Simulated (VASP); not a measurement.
# Ir (Fm-3m) in VASP: further runs, part 2 of 3

VASP 6.6.1. Earlier steps stand in the parts before.

**3. Single point, PBEsol (volume scaled by 0.94)**

INCAR reads:

```
SYSTEM = Ir
ALGO     = Normal         ! electronic algorithm
EDIFF    = 1E-6           ! SCF threshold, eV
ENCUT    = 520            ! plane-wave cutoff, eV
GGA      = PS             ! functional
ISIF     = 2              ! what is computed and relaxed
ISMEAR   = 0              ! smearing method
LASPH    = .TRUE.         ! aspherical terms in the spheres
LCHARG   = .TRUE.         ! write CHGCAR
LELF     = .TRUE.         ! ELF
LREAL    = .FALSE.        ! projectors in reciprocal space
LVHAR    = .TRUE.       
LWAVE    = .FALSE.        ! write WAVECAR
NBANDS   = 10             ! bands
NELM     = 60             ! most SCF steps
PREC     = Accurate       ! precision mode
SIGMA    = 0.1            ! smearing width, eV
```

KPOINTS reads:

```
k-points
0
G
  18 18 18
  0 0 0
```

POSCAR reads:

```
Ir
1.0
    0.0000000000      1.8760341860      1.8760341860
    1.8760341860      0.0000000000      1.8760341860
    1.8760341860      1.8760341860      0.0000000000
Ir
1
Direct
    0.0000000000      0.0000000000      0.0000000000
```

Potentials or basis: VASP PAW PBE potentials, release 64 (Ir).

Run with:

```
> cat potpaw_PBE.64/Ir/POTCAR > POTCAR
> mpirun -np 1 vasp_std > vasp.out
```

OUTCAR:

```text
SYSTEM = Ir
   EDIFF = 1E-6
   ENCUT = 520
   GGA = PS
   ISIF = 2
   ISMEAR = 0
   LASPH = .TRUE.
   LREAL = .FALSE.
   NELM = 60
   PREC = Accurate

 ion  position               nearest neighbor table
   1  0.000  0.000  0.000-

  LATTYP: Found a face centered cubic cell.
 ALAT       =     3.7520683720

  Lattice vectors:

 A1 = (   0.0000000000,   1.8760341860,   1.8760341860)
 A2 = (   1.8760341860,   0.0000000000,   1.8760341860)
 A3 = (   1.8760341860,   1.8760341860,   0.0000000000)

Analysis of symmetry for initial positions (statically):
=====================================================================
 Subroutine PRICEL returns:
 Original cell was already a primitive cell.

 Routine SETGRP: Setting up the symmetry group for a
 face centered cubic supercell.

 Subroutine GETGRP returns: Found 48 space group operations
 (whereof 48 operations were pure point group operations)
 out of a pool of 48 trial point group operations.

The static configuration has the point symmetry O_h .

Analysis of symmetry for dynamics (positions and initial velocities):
=====================================================================
 Subroutine PRICEL returns:
 Original cell was already a primitive cell.

 Routine SETGRP: Setting up the symmetry group for a
 face centered cubic supercell.

 Subroutine GETGRP returns: Found 48 space group operations
 (whereof 48 operations were pure point group operations)
 out of a pool of 48 trial point group operations.

The dynamic configuration has the point symmetry O_h .

 Subroutine INISYM returns: Found 48 space group operations
 (whereof 48 operations are pure point group operations),
 and found     1 'primitive' translations

----------------------------------------------------------------------------------------

                                     Primitive cell

  volume of cell :      13.2054

  direct lattice vectors                    reciprocal lattice vectors
     0.000000000  1.876034186  1.876034186    -0.266519664  0.266519664  0.266519664
     1.876034186  0.000000000  1.876034186     0.266519664 -0.266519664  0.266519664
     1.876034186  1.876034186  0.000000000     0.266519664  0.266519664 -0.266519664

  length of vectors
     2.653112989  2.653112989  2.653112989     0.461625598  0.461625598  0.461625598

  position of ions in fractional coordinates (direct lattice)
     0.000000000  0.000000000  0.000000000

  ion indices of the primitive-cell ions
   primitive index   ion index
                 1           1

----------------------------------------------------------------------------------------

 KPOINTS: k-points

Automatic generation of k-mesh.
 Grid dimensions read from file:
 generate k-points for:   18   18   18

 Generating k-lattice:

  Cartesian coordinates                     Fractional coordinates (reciprocal lattice)
    -0.014806648  0.014806648  0.014806648     0.055555556  0.000000000  0.000000000
     0.014806648 -0.014806648  0.014806648     0.000000000  0.055555556  0.000000000
     0.014806648  0.014806648 -0.014806648     0.000000000  0.000000000  0.055555556

  Length of vectors
     0.025645867  0.025645867  0.025645867

  Shift w.r.t. Gamma in fractional coordinates (k-lattice)
     0.000000000  0.000000000  0.000000000

 Subroutine IBZKPT returns following result:
 ===========================================

 Found    195 irreducible k-points:

 Following reciprocal coordinates:
            Coordinates               Weight
  0.000000  0.000000  0.000000      1.000000
  0.055556  0.000000  0.000000      8.000000
  0.111111  0.000000  0.000000      8.000000
  0.166667  0.000000  0.000000      8.000000
  0.222222  0.000000  0.000000      8.000000
  0.277778  0.000000  0.000000      8.000000
[... 16 lines left out ...]
 -0.277778  0.055556  0.000000     24.000000
 -0.222222  0.055556  0.000000     24.000000
 [... further k-points ...]
   k-points           NKPTS =    195   k-points in BZ     NKDIM =    195   number of bands    NBANDS=     10
   number of dos      NEDOS =    301   number of ions     NIONS =      1
   total plane-waves  NPLWV =   8000
   dimension x,y,z NGX =    20 NGY =   20 NGZ =   20
   dimension x,y,z NGXF=    40 NGYF=   40 NGZF=   40
   ions per type =               1
   NGX,Y,Z   is equivalent  to a cutoff of  12.53, 12.53, 12.53 a.u.
   NGXF,Y,Z  is equivalent  to a cutoff of  25.06, 25.06, 25.06 a.u.
 SYSTEM =  Ir
   PREC   = accura    normal or accurate (medium, high low for compatibility)
   ISTART =      0    job   : 0-new  1-cont  2-samecut
   ICHARG =      2    charge: 1-file 2-atom 10-const
   ISPIN  =      1    spin polarized calculation?
   LNONCOLLINEAR =      F non collinear calculations
   LSORBIT =      F    spin-orbit coupling
   LASPH  =      T    aspherical Exc in radial PAW
   ENCUT  =  520.0 eV  38.22 Ry    6.18 a.u.   4.93  4.93  4.93*2*pi/ulx,y,z
   NELM   =     60;   NELMIN=  2; NELMDL= -5     # of ELM steps
   EDIFF  = 0.1E-05   stopping-criterion for ELM
   LREAL  =      F    real-space projection
   EDIFFG = 0.1E-04   stopping-criterion for IOM
   NSW    =      0    number of steps for IOM
   IBRION =     -1    ionic relax: 0-MD 1-quasi-New 2-CG
   NFREE  =      0    steps in history (QN), initial steepest desc. (CG)
   ISIF   =      2    stress and relaxation
   ISYM   =      2    0-nonsym 1-usesym 2-fastsym
   POTIM  = 0.5000    time-step for ionic-motion
   TEBEG  =    0.0;   TEEND  =   0.0 temperature during run
   PSTRESS=    0.0 pullay stress
   NELECT =       9.0000    total number of electrons
   NUPDOWN=      -1.0000    fix difference up-down
   EMIN   =  10.00;   EMAX   =-10.00  energy-range for DOS
   EFERMI =   0.00;   METHOD = LEGACY
   ISMEAR =     0;   SIGMA  =   0.10  broadening in eV -4-tet -1-fermi 0-gaus
   EFERMI_NEDOS =   21; number of points for ismear=-14 and -15
   IALGO  =     38    algorithm
   IMIX   =      4    mixing-type and parameters
     AMIX     =   0.40;   BMIX     =  1.00
     AMIX_MAG =   1.60;   BMIX_MAG =  1.00
  volume/ion in A,a.u.               =      13.21        89.11
  Fermi-wavevector in a.u.,A,eV,Ry     =   1.440693  2.722516 28.240221  2.075598
  Thomas-Fermi vector in A             =   2.559409
   LORBIT       =      0    0 simple, 1 ext, 2 COOP (PROOUT), +10 PAW based schemes
   GGA     = PS    functional components
   LHFCALC =     F    Hartree Fock is set to
   AEXX    =    0.0000 exact exchange contribution
   IVDW    =     0    specifies the selected vdW correction
   LEPSILON=     F    determine dielectric tensor
   LRPA    =     F    only Hartree local field effects (RPA)
 non-spin polarized calculation
 Gauss-broadening in eV      SIGMA  =   0.10
  energy-cutoff  :      520.00
  volume of cell :       13.21
 maximum number of plane-waves:       366
   NGX =  9   NGY =  9   NGZ =  9

 number of electron       9.0000000 magnetization

 Free energy of the ion-electron system (eV)
  ---------------------------------------------------
  ext. energy  EPLUGINS =         0.00000000
  ---------------------------------------------------
  free energy    TOTEN  =        -9.74707908 eV

  energy without entropy =       -9.74261085  energy(sigma->0) =       -9.74484497

 E-fermi :  11.5351     XC(G=0): -14.5086

 val. band max:       11.5232102931   @ k =   0.5000   0.2222   0.1111
 cond. band min:      11.5504997361   @ k =   0.3333   0.1111   0.0556
 fundamental gap:      0.0272894429
 Fermi energy:        11.5351108793

 k-point     1 :       0.0000    0.0000    0.0000
  band No.  band energies     occupation
      1      -0.4667      2.00000
      2       7.1522      2.00000
      3       7.1522      2.00000
      4       7.1522      2.00000
      5      10.1805      2.00000
      6      10.1805      2.00000
      7      25.6451      0.00000
      8      31.6402      0.00000
      9      31.6402      0.00000
     10      31.6402      0.00000

 k-point     2 :       0.0556    0.0000    0.0000
  band No.  band energies     occupation
      1      -0.3183      2.00000
      2       7.0683      2.00000
      3       7.2187      2.00000
      4       7.2187      2.00000
      5      10.1346      2.00000
      6      10.1346      2.00000
      7      25.9114      0.00000
      8      30.8639      0.00000
      9      31.8920      0.00000
     10      31.8920      0.00000
[... 274 lines left out ...]
 k-point    24 :      -0.2222    0.0556    0.0000
  band No.  band energies     occupation
      1       1.8787      2.00000
      2       6.4214      2.00000
      3       7.6565      2.00000
      4       7.7576      2.00000
      5       9.8289      2.00000
      6      10.8022      2.00000
      7      25.8662      0.00000
      8      28.8511      0.00000
      9      34.2753      0.00000
     10      35.5586      0.00000

 [... further k-points ...]
[... 5 lines left out ...]
  --------------------------------------------------------------------------------------
  -------------------------------------------------------------------------------------
  Total        2.4358398      2.4358398      2.4358398     -0.0000000      0.0000000      0.0000000
  in kB      295.5337385    295.5337385    295.5337385     -0.0000000      0.0000000      0.0000000
  external PRESSURE =     295.5337385 kB  Pullay stress =       0.0000000 kB

 VOLUME and BASIS-vectors are now :
 -----------------------------------------------------------------------------
  energy-cutoff  :      520.00
  volume of cell :       13.21
      direct lattice vectors                 reciprocal lattice vectors
     0.000000000  1.876034186  1.876034186    -0.266519664  0.266519664  0.266519664
     1.876034186  0.000000000  1.876034186     0.266519664 -0.266519664  0.266519664
     1.876034186  1.876034186  0.000000000     0.266519664  0.266519664 -0.266519664

 POSITION                                       TOTAL-FORCE (eV/Angst)
 -----------------------------------------------------------------------------------
      0.00000      0.00000      0.00000         0.000000      0.000000      0.000000
 -----------------------------------------------------------------------------------
    total drift:                                0.000000      0.000000      0.000000

  FREE ENERGIE OF THE ION-ELECTRON SYSTEM (eV)
  ---------------------------------------------------
  free  energy   TOTEN  =        -9.7470790802 eV

  energy  without entropy=       -9.7426108516  energy(sigma->0) =       -9.74484497
```

It took 20 s on 1 thread of Intel Xeon Platinum 8488C (Sapphire Rapids), shared host; peak memory 0.15 GiB.

What came out:

```
Free energy : -9.7471 eV
Pressure    : 29.6 GPa
```

Caveat: the PAW data sets were made with another functional, which shifts forces and pressure a little; spin-orbit coupling is left out, which moves the levels of the heavy elements.

(Part 2 of 3 ends here.)
